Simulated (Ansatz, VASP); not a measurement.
# Two plane-wave programs on BaLi2S2

Contents of INCAR:

```
  PREC = Accurate
  ENCUT = 520
  EDIFF = 1E-7
  ISMEAR = 0
  SIGMA = 0.1
  LREAL = F
  LASPH = T
  NELM = 80
  ALGO = Normal
  ISIF = 2
  LWAVE = F
  LCHARG = T
  GGA = PE
  LELF = T
  LVHAR = T
  NBANDS = 39
```

The input KPOINTS:

```
regular mesh
0
Gamma
  4 2 2
```

The input POSCAR:

```
BaLi2S2
1.0
   -4.2987535299      0.0000000000      0.0000000000
    0.0000000000      0.0000000000     -7.1361875452
    0.0000000000     -7.4456595230      0.0000000000
Ba Li S
2 4 4
Direct
    0.5000000000      0.0000000000      0.5000000000
    1.0000000000      1.0000000000      0.0000000000
    0.5000000000      0.3875684190      0.8333333333
    1.0000000000      0.3875684190      0.3333333333
    1.0000000000      0.6124315810      0.6666666667
    0.5000000000      0.6124315810      0.1666666667
    0.5000000000      0.7284195415      0.8333333333
    1.0000000000      0.7284195415      0.3333333333
    1.0000000000      0.2715804585      0.6666666667
    0.5000000000      0.2715804585      0.1666666667
```

Input for Ansatz:

```yaml
crystal:
  lattice:
    - [-4.2987535299, 0.0, 0.0]
    - [0.0, 0.0, -7.1361875452]
    - [0.0, -7.445659523, 0.0]
  atoms:
    - { symbol: Ba, position: [0.5, 0.0, 0.5] }
    - { symbol: Ba, position: [1.0, 1.0, 0.0] }
    - { symbol: Li, position: [0.5, 0.387568419, 0.8333333333] }
    - { symbol: Li, position: [1.0, 0.387568419, 0.3333333333] }
    - { symbol: Li, position: [1.0, 0.612431581, 0.6666666667] }
    - { symbol: Li, position: [0.5, 0.612431581, 0.1666666667] }
    - { symbol: S, position: [0.5, 0.7284195415, 0.8333333333] }
    - { symbol: S, position: [1.0, 0.7284195415, 0.3333333333] }
    - { symbol: S, position: [1.0, 0.2715804585, 0.6666666667] }
    - { symbol: S, position: [0.5, 0.2715804585, 0.1666666667] }
basis:
  ecutwfc: 420
kpoints:
  mp_grid: { grid: [4, 2, 2] }
hamiltonian:
  xc: pbe
scf:
  occupations: { method: gaussian, width: 0.1 }
  lower_state_search: "off"
output:
  forces: true
  stress: true
  eigenvalues: true
```

Alike in both runs: task single point; functional PBE; k mesh 4 × 2 × 2; occupations gaussian, width 0.1 eV; no spin polarisation.

```csv
,VASP,Ansatz
version,VASP 6.6.1,Ansatz 0.2.0
potentials or method,"VASP PAW PBE potentials, release 64 (Ba_sv, Li_sv, S), cutoff 520 eV","scalar-relativistic, plane waves, PAW"
valence electrons in the cell,56,56
```

```csv
,VASP,Ansatz,Ansatz less VASP
gap on the k mesh at the Fermi level (eV),2.73,2.80,+0.068
least direct gap on the mesh (eV),2.74,2.80,+0.068
rms of the force components (eV/Å),0.028,0.002,-0.0256
```

Atom by atom the forces differ by 0.028 eV/Å (rms over components).

The k mesh is coarse, so the values compare programs but aren't converged. Spin-orbit coupling is off throughout. Noted on VASP's run: the cutoff is short for stress, so the pressure is rough.
